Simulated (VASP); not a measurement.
TiN: single point with PBE+D3(BJ)

TiN:

```xyz
2
Lattice="0.0000 2.1027 2.1027 2.1027 0.0000 2.1027 2.1027 2.1027 0.0000" Properties=species:S:1:pos:R:3 pbc="T T T"
Ti    0.0000    0.0000    0.0000
N     2.1027    2.1027    2.1027
```

```
Program                : VASP 6.6.1
Task                   : single point
Functional             : PBE
Dispersion             : D3(BJ)
Potentials or basis    : VASP PAW PBE potentials, release 64 (Ti_sv, N)
Cutoff                 : 520 eV
k mesh                 : 18 × 18 × 18
Occupations            : gaussian, width 0.1 eV
Spin                   : no spin polarisation
Dipole correction      : no
Further INCAR settings : ALGO = Normal; EDIFF = 1e-06; NBANDS = 16
```

```
Pressure                   : 0.5 GPa
Band gap on the k mesh     : zero (an odd number of electrons rules out a gap without spin polarisation)
Dispersion energy per atom : -0.481 eV
```

Levels at points of the mesh, in eV from the Fermi level:
```tsv
k point	band 6	band 7	band 8	band 9	band 10	band 11	band 12	band 13
(0.00, 0.00, 0.00)	-2.08	-2.08	-2.08	-0.64	-0.64	-0.64	0.60	0.60
(0.50, 0.00, 0.00)	-8.25	-5.62	-5.62	1.75	1.75	2.45	5.93	5.93
(0.50, 0.50, 0.00)	-5.90	-3.27	-3.27	-3.18	1.70	2.48	2.48	3.79
```

It took 75 s on 1 thread of Intel Xeon 8259CL (shared host), peak memory 0.19 GiB.
